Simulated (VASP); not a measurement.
The system is BN.

```
N B
1.0
     1.27566    0.73650    3.43909
    -1.27566    0.73650    3.43909
     0.00000   -1.47301    3.43909
N B
1 1
Direct
  0.66724 0.66724 0.66724
  0.00033 0.00033 0.00033
```

Base run:

```yaml
Program: VASP 6.6.1
Functional: r2SCAN
Potentials_or_basis: VASP PAW PBE potentials, release 64 (N, B)
Cutoff: 520 eV
k_mesh: 12 × 12 × 12
Occupations: fermi-dirac, width 0.05 eV
Spin: no spin polarisation
```

Its results: band gap on the k mesh 4.75 eV, indirect (least direct gap 5.23 eV); pressure -12.8 GPa; largest force 0.011 eV/Å.

Problem. The run is repeated on the same cell with these changes: functional from r2SCAN to LDA; potentials or basis from VASP PAW PBE potentials, release 64 (N, B) to VASP PAW LDA potentials, release 64 (N, B). What comes out?

Solution. Band gap on the k mesh 4.02 eV, indirect (least direct gap 4.41 eV); pressure -16.1 GPa; largest force 0.006 eV/Å.

Caveats: the PAW data sets were made with another functional, which shifts forces and pressure a little (some runs).

A k mesh can miss the band edges.
